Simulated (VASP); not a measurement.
# Si2Ge2P (P6/mmm) in VASP: notebook, part 2 of 3

VASP 6.6.1. Earlier steps stand in the parts before.

## 4. Single point, PBE

This run uses another cell than the first one, of 24.69 Å³/atom, 1.132 times its volume.

INCAR reads:

```
PREC     = Accurate       # precision mode
ENCUT    = 520            # plane-wave cutoff, eV
EDIFF    = 1E-6           # SCF threshold, eV
ISMEAR   = 0              # smearing method
SIGMA    = 0.1            # smearing width, eV
LREAL    = False          # projectors in reciprocal space
LASPH    = True           # aspherical terms in the spheres
NELM     = 100            # most SCF steps
ALGO     = Normal         # electronic algorithm
ISIF     = 2              # what is computed and relaxed
LWAVE    = False          # write WAVECAR
LCHARG   = True           # write CHGCAR
GGA      = PE             # functional
LELF     = True           # ELF
LVHAR    = True         
NBANDS   = 28             # bands
```

KPOINTS reads:

```
Automatic mesh
0
Gamma
  6 6 4
```

POSCAR reads:

```
Si2Ge2P
1.0
    4.4887316729      0.0000000000      0.0000000000
   -2.2443658364      3.8873556596      0.0000000000
    0.0000000000      0.0000000000      7.0761116532
Si Ge P
2 2 1
Direct
    0.0000000000      0.0000000000      0.6993141360
    0.0000000000      0.0000000000      0.3006858640
    0.3333333333      0.6666666667      0.5000000000
    0.6666666667      0.3333333333      0.5000000000
    0.0000000000      0.0000000000      0.0000000000
```

Potentials or basis: VASP PAW PBE potentials, release 64 (Si, Ge_d, P).

On the command line:

```sh
> cat potpaw_PBE.64/Si/POTCAR potpaw_PBE.64/Ge_d/POTCAR potpaw_PBE.64/P/POTCAR > POTCAR
> mpirun -np 1 vasp_std > vasp.out
```

OUTCAR:

```text
PREC = Accurate
   ENCUT = 520
   EDIFF = 1E-6
   ISMEAR = 0
   LREAL = False
   LASPH = True
   NELM = 100
   ISIF = 2
   GGA = PE

 ion  position               nearest neighbor table
   1  0.000  0.000  0.699-   5 2.13   2 2.82   4 2.95   3 2.95   4 2.95   3 2.95   4 2.95   3 2.95

   2  0.000  0.000  0.301-   5 2.13   1 2.82   4 2.95   3 2.95   4 2.95   3 2.95   4 2.95   3 2.95

   3  0.333  0.667  0.500-   4 2.59   4 2.59   4 2.59   1 2.95   2 2.95   2 2.95   1 2.95   2 2.95
                             1 2.95
   4  0.667  0.333  0.500-   3 2.59   3 2.59   3 2.59   1 2.95   2 2.95   1 2.95   2 2.95   1 2.95
                             2 2.95
[... 852 lines left out ...]
  -------------------------------------------------------------------------------------
  Total       -0.0570252     -0.0570252      0.1271835     -0.0000000      0.0000000      0.0000000
  in kB       -0.7399547     -0.7399547      1.6503224     -0.0000000      0.0000000      0.0000000
  external PRESSURE =       0.0568043 kB  Pullay stress =       0.0000000 kB

 VOLUME and BASIS-vectors are now :
 -----------------------------------------------------------------------------
  energy-cutoff  :      520.00
  volume of cell :      123.47
      direct lattice vectors                 reciprocal lattice vectors
     4.488731673  0.000000000  0.000000000     0.222780080  0.128622139  0.000000000
    -2.244365836  3.887355660  0.000000000     0.000000000  0.257244278  0.000000000
     0.000000000  0.000000000  7.076111653     0.000000000  0.000000000  0.141320551

 POSITION                                       TOTAL-FORCE (eV/Angst)
 -----------------------------------------------------------------------------------
      0.00000      0.00000      4.94842         0.000000      0.000000      0.044826
      0.00000      0.00000      2.12769         0.000000     -0.000000     -0.044826
     -0.00000      2.59157      3.53806        -0.000000      0.000000     -0.000000
      2.24437      1.29579      3.53806         0.000000      0.000000      0.000000
      0.00000      0.00000      0.00000        -0.000000      0.000000      0.000000
 -----------------------------------------------------------------------------------
    total drift:                                0.000000      0.000000     -0.000000

  FREE ENERGIE OF THE ION-ELECTRON SYSTEM (eV)
  ---------------------------------------------------
  free  energy   TOTEN  =       -21.5568604751 eV

  energy  without entropy=      -21.5425799310  energy(sigma->0) =      -21.54972020
```

stdout:

```text
POSCAR found type information on POSCAR SiGeP
 POSCAR found :  3 types and       5 ions
 scaLAPACK will be used
 LDA part: xc-table for (Slater+PW92), standard interpolation
 POSCAR, INCAR and KPOINTS ok, starting setup
 FFT: planning ... GRIDC
 FFT: planning ... GRID_SOFT
 FFT: planning ... GRID
 WAVECAR not read
 entering main loop
```

Run time: 58 s. Hardware: 1 thread of Intel Xeon Platinum 8488C (Sapphire Rapids), shared host; peak memory 0.27 GiB.

What came out:

* Free energy: -21.5569 eV
* Pressure: 0.0 GPa
* Largest force: 0.045 eV/Å

Forces on the atoms (eV/Å):
```
Si   0.000  0.000  0.045
Si   0.000  0.000 -0.045
Ge   0.000  0.000  0.000
Ge   0.000  0.000  0.000
P    0.000  0.000  0.000
```

## 5. Relaxation of cell and atoms, PBE

INCAR reads:

```
SYSTEM = Si2Ge2P
ALGO = Normal
EDIFF = 1E-6
EDIFFG = -0.04
ENCUT = 600
GGA = PE
IBRION = 2
ISIF = 3
ISMEAR = 0
LASPH = .True.
LCHARG = .False.
LREAL = .False.
LWAVE = .False.
NELM = 60
NSW = 90
PREC = Accurate
SIGMA = 0.1
```

KPOINTS reads:

```
k-points
0
Gamma
  6 6 2
  0 0 0
```

POSCAR reads:

```
Si2Ge2P
1.0
    3.9489086700      0.0000000000      0.0000000000
   -1.9744543300      3.4198552200      0.0000000000
    0.0000000000      0.0000000000      8.0789320300
Si Ge P
2 2 1
Direct
    0.0000000000      0.0000000000      0.7253996300
    0.0000000000      0.0000000000      0.2746003700
    0.3333333300      0.6666666700      0.5000000000
    0.6666666700      0.3333333300      0.5000000000
    0.0000000000      0.0000000000      0.0000000000
```

Potentials or basis: VASP PAW PBE potentials, release 64 (Si, Ge_d, P).

On the command line:

```sh
> cat potpaw_PBE.64/Si/POTCAR potpaw_PBE.64/Ge_d/POTCAR potpaw_PBE.64/P/POTCAR > POTCAR
> mpirun -np 1 vasp_std > vasp.out
```

OUTCAR:

```text
SYSTEM = Si2Ge2P
   EDIFF = 1E-6
   EDIFFG = -0.04
   ENCUT = 600
   GGA = PE
   IBRION = 2
   ISIF = 3
   ISMEAR = 0
   LASPH = .True.
   LREAL = .False.
   NELM = 60
   NSW = 90
   PREC = Accurate

 ion  position               nearest neighbor table
   1  0.000  0.000  0.725-   5 2.22   4 2.92   3 2.92   3 2.92   4 2.92   4 2.92   3 2.92
   2  0.000  0.000  0.275-   5 2.22   4 2.92   3 2.92   3 2.92   4 2.92   4 2.92   3 2.92
   3  0.333  0.667  0.500-   4 2.28   4 2.28   4 2.28   1 2.92   2 2.92   2 2.92   1 2.92   2 2.92
                             1 2.92
   4  0.667  0.333  0.500-   3 2.28   3 2.28   3 2.28   1 2.92   2 2.92   1 2.92   2 2.92   1 2.92
                             2 2.92
   5  0.000  0.000  0.000-   1 2.22   2 2.22

  LATTYP: Found a hexagonal cell.
 ALAT       =     3.9489086700
 C/A-ratio  =     2.0458644920

  Lattice vectors:

 A1 = (   3.9489086700,   0.0000000000,   0.0000000000)
 A2 = (  -1.9744543300,   3.4198552200,   0.0000000000)
 A3 = (   0.0000000000,   0.0000000000,   8.0789320300)

Analysis of symmetry for initial positions (statically):
=====================================================================
 Subroutine PRICEL returns:
 Original cell was already a primitive cell.

 Routine SETGRP: Setting up the symmetry group for a
 hexagonal supercell.

 Subroutine GETGRP returns: Found 24 space group operations
 (whereof 24 operations were pure point group operations)
 out of a pool of 24 trial point group operations.

The static configuration has the point symmetry D_6h.

Analysis of symmetry for dynamics (positions and initial velocities):
=====================================================================
 Subroutine PRICEL returns:
 Original cell was already a primitive cell.

 Routine SETGRP: Setting up the symmetry group for a
 hexagonal supercell.

 Subroutine GETGRP returns: Found 24 space group operations
 (whereof 24 operations were pure point group operations)
 out of a pool of 24 trial point group operations.

The dynamic configuration has the point symmetry D_6h.

 Subroutine INISYM returns: Found 24 space group operations
 (whereof 24 operations are pure point group operations),
 and found     1 'primitive' translations

----------------------------------------------------------------------------------------

                                     Primitive cell

  volume of cell :     109.1035
[... 108 lines left out ...]
   LORBIT       =      0    0 simple, 1 ext, 2 COOP (PROOUT), +10 PAW based schemes
   GGA     = PE    functional components
   LHFCALC =     F    Hartree Fock is set to
   AEXX    =    0.0000 exact exchange contribution
   IVDW    =     0    specifies the selected vdW correction
   LEPSILON=     F    determine dielectric tensor
   LRPA    =     F    only Hartree local field effects (RPA)
 conjugate gradient relaxation of ions
 non-spin polarized calculation
 Gauss-broadening in eV      SIGMA  =   0.10
  energy-cutoff  :      600.00
  volume of cell :      109.10
 maximum number of plane-waves:      3672
 NGX is ok and might be reduce to    32
   NGX = 15   NGY = 15   NGZ = 33

--------------------------------------- Ionic step        1  -------------------------------------------

 number of electron      41.0000010 magnetization

 Free energy of the ion-electron system (eV)
  ---------------------------------------------------
  ext. energy  EPLUGINS =         0.00000000
  ---------------------------------------------------
  free energy    TOTEN  =       -19.84122485 eV

  energy without entropy =      -19.81354707  energy(sigma->0) =      -19.82738596

 E-fermi :   4.8212     XC(G=0):  -9.5745

 val. band max:        4.8159264366   @ k =   0.3333  -0.0000   0.5000
 cond. band min:       4.9033597971   @ k =   0.1667   0.0000   0.0000
 fundamental gap:      0.0874333604
 Fermi energy:         4.8212087124

 k-point     1 :       0.0000    0.0000    0.0000
  band No.  band energies     occupation
      1     -20.5363      2.00000
      2     -20.4697      2.00000
      3     -20.4697      2.00000
      4     -20.4295      2.00000
      5     -20.4295      2.00000
      6     -20.2666      2.00000
[... 477 lines left out ...]
  FREE ENERGIE OF THE ION-ELECTRON SYSTEM (eV)
  ---------------------------------------------------
  free  energy   TOTEN  =       -20.9476031289 eV

  energy  without entropy=      -20.9393317986  energy(sigma->0) =      -20.94346746

[... ionic steps 4 to 16 ...]

--------------------------------------- Ionic step       17  -------------------------------------------

 number of electron      40.9999991 magnetization

------------------------ aborting loop because EDIFF is reached ----------------------------------------
[... 73 lines left out ...]
--------------------------------------- Ionic step       19  -------------------------------------------

 number of electron      40.9999992 magnetization

 Free energy of the ion-electron system (eV)
  ---------------------------------------------------
  ext. energy  EPLUGINS =         0.00000000
  ---------------------------------------------------
  free energy    TOTEN  =       -21.31686409 eV

  energy without entropy =      -21.31071102  energy(sigma->0) =      -21.31378755

 E-fermi :   3.7304     XC(G=0):  -8.8804

 val. band max:        3.6111148486   @ k =   0.3333  -0.0000   0.5000
 cond. band min:       3.7516710988   @ k =   0.1667   0.0000   0.0000
 fundamental gap:      0.1405562501
 Fermi energy:         3.7304281981

 k-point     1 :       0.0000    0.0000    0.0000
  band No.  band energies     occupation
      1     -21.2092      2.00000
      2     -21.1829      2.00000
      3     -21.1829      2.00000
      4     -21.1675      2.00000
      5     -21.1675      2.00000
      6     -21.0984      2.00000
[... 399 lines left out ...]
  FREE ENERGIE OF THE ION-ELECTRON SYSTEM (eV)
  ---------------------------------------------------
  free  energy   TOTEN  =       -21.3168640884 eV

  energy  without entropy=      -21.3107110176  energy(sigma->0) =      -21.31378755

 reached required accuracy - stopping structural energy minimisation
```

CONTCAR:

```text
Si2Ge2P
   1.00000000000000
     4.4760818032857275    0.0000000007536146    0.0000000000000000
    -2.2380408953227229    3.8764005430930544   -0.0000000000000000
    -0.0000000000000000    0.0000000000000000    7.1775004048908819
  Si              Ge              P
     2     2     1
Direct
     0.0000000000000000    0.0000000000000000    0.7042605333297655
     0.0000000000000000    0.0000000000000000    0.2957394666702344
     0.3333333300000021    0.6666666699999979    0.5000000000000000
     0.6666666699999979    0.3333333300000021    0.5000000000000000
     0.0000000000000000    0.0000000000000000    0.0000000000000000

  0.00000000E+00  0.00000000E+00  0.00000000E+00
  0.00000000E+00  0.00000000E+00  0.00000000E+00
  0.00000000E+00  0.00000000E+00  0.00000000E+00
  0.00000000E+00  0.00000000E+00  0.00000000E+00
  0.00000000E+00  0.00000000E+00  0.00000000E+00
```

Wall time 7.1 min (1 thread of Intel Xeon Platinum 8488C (Sapphire Rapids), shared host); peak memory 0.28 GiB.

Results:

| Quantity | Value |
| --- | --- |
| Free energy | -21.3169 eV |
| Relaxed volume | 24.91 Å³/atom |
| Relaxed cell | a = 4.476 Å, b = 4.476 Å, c = 7.178 Å, α = 90.00°, β = 90.00°, γ = 120.00° |
| Space group after relaxing (to 0.05 Å) | P6/mmm (No. 191) |
| Energy gained by relaxing | 295.1 meV/atom |
| Ionic steps | 19 |
| Pressure after relaxing | 0.0 GPa |
| Largest force after relaxing | 0.029 eV/Å |

Forces in eV/Å, atoms in the order of the input:
```
Si   0.000  0.000 -0.029
Si   0.000  0.000  0.029
Ge   0.000  0.000  0.000
Ge   0.000  0.000  0.000
P    0.000  0.000  0.000
```

Stress tensor (GPa, compression positive):
```
-0.07  0.00  0.00
 0.00 -0.07  0.00
 0.00  0.00  0.01
```

The path:
```
step  energy change (eV)  largest force (eV/Å)  pressure (GPa)  volume (Å³)
   1              0.0000                1.2015            8.24       109.10
   2             -1.0754                0.6582            1.08       127.33
   3             -1.1064                1.2126            0.03       132.97
   4             -1.1101                1.0857            0.18       131.80
   5             -1.2165                0.5906           -1.18       133.98
   6             -1.2698                0.0411           -2.56       136.36
   7             -1.3329                0.0995           -2.30       134.83
   8             -1.4087                0.3003           -1.72       132.02
   9             -1.3545                0.6319            0.43       126.19
  10             -1.4284                0.5062           -1.11       130.12
  11             -1.4289                0.5243           -0.97       129.61
  12             -1.4585                0.1479           -0.75       127.09
  13             -1.4614                0.2232           -0.38       124.73
  14             -1.4633                0.0937           -0.37       125.54
  15             -1.4633                0.0609           -0.45       125.75
  16             -1.4720                0.0601           -0.40       125.42
  17             -1.4750                0.0597           -0.30       125.09
  18             -1.4750                0.0596           -0.27       125.07
  19             -1.4756                0.0289           -0.04       124.54
```

Final structure:
```
Si Ge P
1.0
     4.47608    0.00000    0.00000
    -2.23804    3.87640    0.00000
     0.00000    0.00000    7.17750
Si Ge P
2 2 1
Cartesian
  0.0000 0.0000 5.0548
  0.0000 0.0000 2.1227
  0.0000 2.5843 3.5888
  2.2380 1.2921 3.5888
  0.0000 0.0000 0.0000
```

Caveat: the k points lie up to 0.44 Å⁻¹ apart in the final cell.

## 6. Single point, PBE

This run uses another cell than the first one, of 25.06 Å³/atom, 1.148 times its volume.

INCAR reads:

```
SYSTEM = Si2Ge2P
  ALGO = Normal
  EDIFF = 1E-6
  ENCUT = 520
  GGA = PE
  ISIF = 2
  ISMEAR = 0
  LASPH = .TRUE.
  LCHARG = .FALSE.
  LREAL = .FALSE.
  LWAVE = .FALSE.
  NBANDS = 28
  NELM = 60
  PREC = Accurate
  SIGMA = 0.1
```

KPOINTS reads:

```
k-points
0
G
  12 12 6
  0 0 0
```

POSCAR reads:

```
Si2Ge2P
1.0
    4.5430536454      0.0000000000      0.0000000000
   -2.2715268227      3.9343998676      0.0000000000
    0.0000000000      0.0000000000      7.0094268978
Si Ge P
2 2 1
Direct
    0.0000000000      0.0000000000      0.6949409958
    0.0000000000      0.0000000000      0.3050590042
    0.3333333333      0.6666666667      0.5000000000
    0.6666666667      0.3333333333      0.5000000000
    0.0000000000      0.0000000000      0.0000000000
```

Potentials or basis: VASP PAW PBE potentials, release 64 (Si, Ge_d, P).

On the command line:

```sh
> cat potpaw_PBE.64/Si/POTCAR potpaw_PBE.64/Ge_d/POTCAR potpaw_PBE.64/P/POTCAR > POTCAR
> mpirun -np 1 vasp_std > vasp.out
```

Run time: 2.8 min. Hardware: 1 thread of Intel Xeon Platinum 8488C (Sapphire Rapids), shared host; peak memory 0.4 GiB.

The run converged. Its results:

| Property | Result |
| --- | --- |
| Free energy | -21.5553 eV |
| Pressure | 0.0 GPa |
| Largest force | 0.025 eV/Å |

Forces in eV/Å, atoms in the order of the input:
```
Si   0.000  0.000  0.025
Si   0.000  0.000 -0.025
Ge   0.000  0.000  0.000
Ge   0.000  0.000  0.000
P    0.000  0.000  0.000
```

Stress tensor (GPa, compression positive):
```
 0.00  0.00  0.00
 0.00  0.00  0.00
 0.00  0.00 -0.12
```

Levels at points of the mesh, in eV from the Fermi level:
| k point | band 17 | band 18 | band 19 | band 20 | band 21 | band 22 | band 23 | band 24 |
| --- | --- | --- | --- | --- | --- | --- | --- | --- |
| (0.00, 0.00, 0.00) | -2.37 | -2.37 | -2.32 | -2.32 | 0.12 | 0.12 | 1.01 | 1.01 |
| (0.50, 0.00, 0.00) | -3.01 | -2.02 | -1.10 | -0.78 | 0.37 | 1.47 | 1.56 | 3.50 |
| (0.00, 0.00, 0.50) | -2.32 | -2.32 | -2.04 | -2.04 | -1.14 | -1.14 | 1.20 | 3.14 |
| (0.50, 0.00, 0.50) | -3.88 | -3.63 | -1.52 | -0.34 | 0.92 | 1.28 | 2.54 | 2.80 |

[end of part 2 of 3]
